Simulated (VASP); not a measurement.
# SnO (P6_3mc) in VASP: single point with PBE

Aim: the single point of SnO with PBE.

All numbers are computed with VASP 6.6.1; they aren't measurements. Logs are shortened: lines on timing, memory, paths and dates and some standing lists are left out, and cuts for length are marked.

## Step 1: The cell of the first run

The structure is hexagonal, space group P6_3mc (No. 186). Conventional cell: a = 3.298 Å, b = 3.298 Å, c = 9.216 Å, α = 90.00°, β = 90.00°, γ = 120.00°. Sn (site symmetry 3m) has 3 O at 2.16 Å within 2.9 Å. O (site symmetry 3m) has 3 Sn at 2.16 Å within 2.9 Å.

## Step 2: Single point, PBE

INCAR

```
  PREC = Accurate
  ENCUT = 520
  EDIFF = 1E-6
  ISMEAR = 0
  SIGMA = 0.01
  LREAL = False
  LASPH = True
  NELM = 80
  ALGO = Normal
  ISIF = 2
  LWAVE = False
  LCHARG = False
  GGA = PE
  NBANDS = 28
```

KPOINTS

```
regular mesh
0
Gamma
  9 9 2
```

POSCAR

```
SnO
1.0
    3.2981563157      0.0000000000      0.0000000000
   -1.6490781578      2.8562871550      0.0000000000
    0.0000000000      0.0000000000      9.2163706585
Sn O
2 2
Direct
    0.3333333333      0.6666666667     -0.0066374709
    0.6666666667      0.3333333333      0.4933625291
    0.3333333333      0.6666666667      0.3816374709
    0.6666666667      0.3333333333      0.8816374709
```

Potentials or basis: VASP PAW PBE potentials, release 64 (Sn_d, O).

Started as:

```sh
> cat potpaw_PBE.64/Sn_d/POTCAR potpaw_PBE.64/O/POTCAR > POTCAR
> mpirun -np 1 vasp_std > vasp.out
```

OUTCAR:

```text
PREC = Accurate
   ENCUT = 520
   EDIFF = 1E-6
   ISMEAR = 0
   LREAL = False
   LASPH = True
   NELM = 80
   ISIF = 2
   GGA = PE

 ion  position               nearest neighbor table
   1  0.333  0.667  0.993-   4 2.16   4 2.16   4 2.16
   2  0.667  0.333  0.493-   3 2.16   3 2.16   3 2.16
   3  0.333  0.667  0.382-   2 2.16   2 2.16   2 2.16
   4  0.667  0.333  0.882-   1 2.16   1 2.16   1 2.16

  LATTYP: Found a hexagonal cell.
 ALAT       =     3.2981563157
 C/A-ratio  =     2.7944008035

  Lattice vectors:

 A1 = (   3.2981563157,   0.0000000000,   0.0000000000)
 A2 = (  -1.6490781578,   2.8562871550,   0.0000000000)
 A3 = (   0.0000000000,   0.0000000000,   9.2163706585)

Analysis of symmetry for initial positions (statically):
=====================================================================
 Subroutine PRICEL returns:
 Original cell was already a primitive cell.

 Routine SETGRP: Setting up the symmetry group for a
 hexagonal supercell.

 Subroutine GETGRP returns: Found 12 space group operations
 (whereof  6 operations were pure point group operations)
 out of a pool of 24 trial point group operations.

The static configuration has the point symmetry C_3v.
 The point group associated with its full space group is C_6v.

Analysis of symmetry for dynamics (positions and initial velocities):
=====================================================================
 Subroutine PRICEL returns:
 Original cell was already a primitive cell.

 Routine SETGRP: Setting up the symmetry group for a
 hexagonal supercell.

 Subroutine GETGRP returns: Found 12 space group operations
 (whereof  6 operations were pure point group operations)
 out of a pool of 24 trial point group operations.

The dynamic configuration has the point symmetry C_3v.
 The point group associated with its full space group is C_6v.

 Subroutine INISYM returns: Found 12 space group operations
 (whereof  6 operations are pure point group operations),
 and found     1 'primitive' translations

----------------------------------------------------------------------------------------

                                     Primitive cell

  volume of cell :      86.8226

  direct lattice vectors                    reciprocal lattice vectors
     3.298156316  0.000000000  0.000000000     0.303199698  0.175052427  0.000000000
[... 88 lines left out ...]
   NELM   =     80;   NELMIN=  2; NELMDL= -5     # of ELM steps
   EDIFF  = 0.1E-05   stopping-criterion for ELM
   LREAL  =      F    real-space projection
   EDIFFG = 0.1E-04   stopping-criterion for IOM
   NSW    =      0    number of steps for IOM
   IBRION =     -1    ionic relax: 0-MD 1-quasi-New 2-CG
   NFREE  =      0    steps in history (QN), initial steepest desc. (CG)
   ISIF   =      2    stress and relaxation
   ISYM   =      2    0-nonsym 1-usesym 2-fastsym
   POTIM  = 0.5000    time-step for ionic-motion
   TEBEG  =    0.0;   TEEND  =   0.0 temperature during run
   PSTRESS=    0.0 pullay stress
   NELECT =      40.0000    total number of electrons
   NUPDOWN=      -1.0000    fix difference up-down
   EMIN   =  10.00;   EMAX   =-10.00  energy-range for DOS
   EFERMI =   0.00;   METHOD = LEGACY
   ISMEAR =     0;   SIGMA  =   0.01  broadening in eV -4-tet -1-fermi 0-gaus
   EFERMI_NEDOS =   21; number of points for ismear=-14 and -15
   IALGO  =     38    algorithm
   IMIX   =      4    mixing-type and parameters
     AMIX     =   0.40;   BMIX     =  1.00
     AMIX_MAG =   1.60;   BMIX_MAG =  1.00
  volume/ion in A,a.u.               =      21.71       146.48
  Fermi-wavevector in a.u.,A,eV,Ry     =   1.264398  2.389366 21.751667  1.598702
  Thomas-Fermi vector in A             =   2.397705
   LORBIT       =      0    0 simple, 1 ext, 2 COOP (PROOUT), +10 PAW based schemes
   GGA     = PE    functional components
   LHFCALC =     F    Hartree Fock is set to
   AEXX    =    0.0000 exact exchange contribution
   IVDW    =     0    specifies the selected vdW correction
   LEPSILON=     F    determine dielectric tensor
   LRPA    =     F    only Hartree local field effects (RPA)
 non-spin polarized calculation
 Gauss-broadening in eV      SIGMA  =   0.01
  energy-cutoff  :      520.00
  volume of cell :       86.82
 maximum number of plane-waves:      2376
 NGX is ok and might be reduce to    28
   NGX = 13   NGY = 13   NGZ = 35

 number of electron      39.9999994 magnetization

 Free energy of the ion-electron system (eV)
  ---------------------------------------------------
  ext. energy  EPLUGINS =         0.00000000
  ---------------------------------------------------
  free energy    TOTEN  =       -21.41795460 eV

  energy without entropy =      -21.41795460  energy(sigma->0) =      -21.41795460

 E-fermi :   4.0776     XC(G=0):  -8.9609

 val. band max:        3.9330467902   @ k =   0.3333   0.3333   0.0000
 cond. band min:       5.3226173079   @ k =   0.0000   0.0000   0.0000
 fundamental gap:      1.3895705177
 Fermi energy:         4.0776376952

 k-point     1 :       0.0000    0.0000    0.0000
  band No.  band energies     occupation
      1     -16.9824      2.00000
      2     -16.9824      2.00000
      3     -16.9823      2.00000
      4     -16.9823      2.00000
      5     -16.9820      2.00000
      6     -16.9786      2.00000
[... 733 lines left out ...]
     27      13.0130      0.00000
     28      13.0130      0.00000

------------------------ aborting loop because EDIFF is reached ----------------------------------------

  FORCE on cell =-STRESS in cart. coord.  units (eV):
  Direction    XX          YY          ZZ          XY          YZ          ZX
  --------------------------------------------------------------------------------------
  -------------------------------------------------------------------------------------
  Total        2.1462324      2.1462324      1.1466332      0.0000000     -0.0000000      0.0000000
  in kB       39.6053909     39.6053909     21.1593368      0.0000000     -0.0000000      0.0000000
  external PRESSURE =      33.4567062 kB  Pullay stress =       0.0000000 kB

 VOLUME and BASIS-vectors are now :
 -----------------------------------------------------------------------------
  energy-cutoff  :      520.00
  volume of cell :       86.82
      direct lattice vectors                 reciprocal lattice vectors
     3.298156316  0.000000000  0.000000000     0.303199698  0.175052427  0.000000000
    -1.649078158  2.856287155  0.000000000     0.000000000  0.350104855  0.000000000
     0.000000000  0.000000000  9.216370659     0.000000000  0.000000000  0.108502581

 POSITION                                       TOTAL-FORCE (eV/Angst)
 -----------------------------------------------------------------------------------
     -0.00000      1.90419      9.15520         0.000000      0.000000      0.506842
      1.64908      0.95210      4.54701         0.000000      0.000000      0.506842
     -0.00000      1.90419      3.51731         0.000000     -0.000000     -0.506842
      1.64908      0.95210      8.12550        -0.000000      0.000000     -0.506842
 -----------------------------------------------------------------------------------
    total drift:                               -0.000000      0.000000      0.001505

  FREE ENERGIE OF THE ION-ELECTRON SYSTEM (eV)
  ---------------------------------------------------
  free  energy   TOTEN  =       -21.4179546014 eV

  energy  without entropy=      -21.4179546014  energy(sigma->0) =      -21.41795460
```

OSZICAR:

```text
N       E                     dE             d eps       ncg     rms          rms(c)
DAV:   1     0.437798367430E+03    0.43780E+03   -0.20440E+04  1380   0.202E+03
DAV:   2     0.467995059346E+02   -0.39100E+03   -0.37609E+03  1400   0.523E+02
DAV:   3    -0.216700906707E+02   -0.68470E+02   -0.67075E+02  1548   0.188E+02
DAV:   4    -0.252815831892E+02   -0.36115E+01   -0.35881E+01  1620   0.471E+01
DAV:   5    -0.253661367525E+02   -0.84554E-01   -0.84540E-01  1444   0.767E+00    0.120E+01
DAV:   6    -0.216232946805E+02    0.37428E+01   -0.18687E+01  2024   0.500E+01    0.623E+00
DAV:   7    -0.214429189009E+02    0.18038E+00   -0.25872E+00  1456   0.103E+01    0.268E+00
DAV:   8    -0.214230096064E+02    0.19909E-01   -0.40006E-01  1568   0.395E+00    0.939E-01
DAV:   9    -0.214163956153E+02    0.66140E-02   -0.41896E-02  2064   0.209E+00    0.320E-01
DAV:  10    -0.214189144806E+02   -0.25189E-02   -0.12092E-02  1712   0.106E+00    0.234E-01
DAV:  11    -0.214178934126E+02    0.10211E-02   -0.47886E-03  2100   0.664E-01    0.341E-02
DAV:  12    -0.214179517825E+02   -0.58370E-04   -0.61918E-04  1360   0.159E-01    0.379E-02
DAV:  13    -0.214179552147E+02   -0.34322E-05   -0.12457E-04  1980   0.101E-01    0.909E-03
DAV:  14    -0.214179542758E+02    0.93888E-06   -0.17337E-05  1852   0.377E-02    0.272E-03
DAV:  15    -0.214179546014E+02   -0.32557E-06   -0.12243E-06   968   0.953E-03
   1 F= -.21417955E+02 E0= -.21417955E+02  d E =-.222871E-94
```

stdout:

```text
POSCAR found type information on POSCAR SnO
 POSCAR found :  2 types and       4 ions
 scaLAPACK will be used
 LDA part: xc-table for (Slater+PW92), standard interpolation
 POSCAR, INCAR and KPOINTS ok, starting setup
 FFT: planning ... GRIDC
 FFT: planning ... GRID_SOFT
 FFT: planning ... GRID
 WAVECAR not read
 entering main loop
```

It took 77 s on 1 thread of Intel Xeon Platinum 8259CL at 2.50GHz (Skylake/Cascade Lake), shared host; peak memory 0.24 GiB.

What came out:

```yaml
Free_energy: -21.4180 eV
Pressure: 3.3 GPa
Largest_force: 0.507 eV/Å
Band_gap_on_the_k_mesh: 1.39 eV, indirect (least direct gap 1.80 eV)
```

Forces in eV/Å, atoms in the order of the input:
```
Sn   0.000  0.000  0.507
Sn   0.000  0.000  0.507
O    0.000  0.000 -0.507
O    0.000  0.000 -0.507
```

Stress tensor (GPa, compression positive):
```
3.96 0.00 0.00
0.00 3.96 0.00
0.00 0.00 2.12
```

Caveat: spin-orbit coupling is left out, which moves the levels of the heavy elements. A k mesh can miss the band edges.
